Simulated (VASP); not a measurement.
A run of VASP 6.6.1 is set up as follows.

Contents of INCAR:

```
PREC = Accurate
ENCUT = 560
EDIFF = 1E-6
ISMEAR = -1
SIGMA = 0.1
LREAL = F
LASPH = T
NELM = 120
ALGO = Normal
ISIF = 2
LWAVE = F
LCHARG = F
GGA = PE
NBANDS = 22
GGA_COMPAT = F
```

The input KPOINTS:

```
regular mesh
0
Gamma
  16 16 16
```

POSCAR

```
Re
1.0
    0.0000000000      2.8994027923      2.8994027923
    2.8994027923      0.0000000000      2.8994027923
    2.8994027923      2.8994027923      0.0000000000
Re
2
Direct
    0.1250000000      0.1250000000      0.1250000000
    0.8750000000      0.8750000000      0.8750000000
```

Potentials or basis: VASP PAW PBE potentials, release 64 (Re_sv_GW).

Run with:

```console
$ cat potpaw_PBE.64/Re_sv_GW/POTCAR > POTCAR
$ mpirun -np 1 vasp_std > vasp.out
```

(1) Predict the pressure.

(2) Predict the band gap on the k mesh.

## Answers

(1) -12.5 GPa.

(2) zero (bands 15 and 16 overlap by 1.32 eV).

Caveat: the cell stands under tension; spin-orbit coupling is left out, which moves the levels of the heavy elements.
